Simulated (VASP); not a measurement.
Set up this calculation in VASP 6.6.1, as the native input.

| Property | Result |
| --- | --- |
| Task | single point |
| Functional | PBE |
| Potentials or basis | VASP PAW PBE potentials, release 64 (V_sv) |
| Cutoff | 520 eV |
| k mesh | 17 × 17 × 15 |
| Occupations | fermi-dirac, width 0.05 eV |
| Spin | no spin polarisation |
| Dipole correction | no |
| Further INCAR settings | ALGO = Normal; EDIFF = 1e-06; NBANDS = 12 |

The structure of V lies in POSCAR:

```
V
1.0
    2.3642843690      0.0000000000      0.0000000000
   -1.1821421845      2.0475303253      0.0000000000
    0.0000000000      0.0000000000      2.1999185349
V
1
Direct
    0.0000000000      0.0000000000      0.0000000000
```

This cell differs from its parent crystal: volume scaled by 0.75.

One way to write it, as run:

INCAR

```
ALGO     = Normal         # electronic algorithm
EDIFF    = 1E-6           # SCF threshold, eV
ENCUT    = 520            # plane-wave cutoff, eV
GGA      = PE             # functional
ISIF     = 2              # what is computed and relaxed
ISMEAR   = -1             # smearing method
LASPH    = T              # aspherical terms in the spheres
LCHARG   = F              # write CHGCAR
LREAL    = F              # projectors in reciprocal space
LWAVE    = F              # write WAVECAR
NBANDS   = 12             # bands
NELM     = 100            # most SCF steps
PREC     = Accurate       # precision mode
SIGMA    = 0.05           # smearing width, eV
```

KPOINTS

```
k-points
0
Gamma
  17 17 15
```

Potentials or basis: VASP PAW PBE potentials, release 64 (V_sv).

Launch:

```sh
$ cat potpaw_PBE.64/V_sv/POTCAR > POTCAR
$ mpirun -np 1 vasp_std > vasp.out
```

It gave:

| Item | Value |
| --- | --- |
| Pressure | 78.2 GPa |

It took 9.7 s on 1 thread of Intel(R) Xeon(R) 6975P-C (Granite Rapids) (shared host), peak memory 0.14 GiB.
